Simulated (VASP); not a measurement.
Crystal: Ru.

```
Ru
1.0
     2.70580    0.00000    0.00000
    -1.35290    2.34329    0.00000
     0.00000    0.00000    4.28190
Ru
2
Direct
  0.33333 0.66667 0.25000
  0.66667 0.33333 0.75000
```

Base run:

| Quantity | Value |
| --- | --- |
| Program | VASP 6.6.1 |
| Functional | RPBE |
| Potentials or basis | VASP PAW PBE potentials, release 64 (Ru_pv) |
| Cutoff | 520 eV |
| k mesh | 10 × 10 × 6 |
| Occupations | methfessel-paxton, width 0.02 eV |
| Spin | no spin polarisation |

Its results: band gap on the k mesh zero (band 14 reaches 14.51 eV, above the bottom of band 15 at 11.31 eV); pressure 8.9 GPa.

**Question.** After a change of settings the same cell gave: band gap on the k mesh zero (band 14 reaches 14.49 eV, above the bottom of band 15 at 11.29 eV); pressure 7.7 GPa. Which change was it?
A. functional from RPBE to r2SCAN
B. functional from RPBE to LDA; potentials or basis from VASP PAW PBE potentials, release 64 (Ru_pv) to VASP PAW LDA potentials, release 64 (Ru_pv)
C. functional from RPBE to revPBE
D. functional from RPBE to PBEsol; further incar settings from ALGO = Normal; EDIFF = 1e-06; NBANDS = 21 to ALGO = Normal; EDIFF = 1e-07; NBANDS = 21

**Answer.** C.

Caveats: the PAW data sets were made with another functional, which shifts forces and pressure a little.
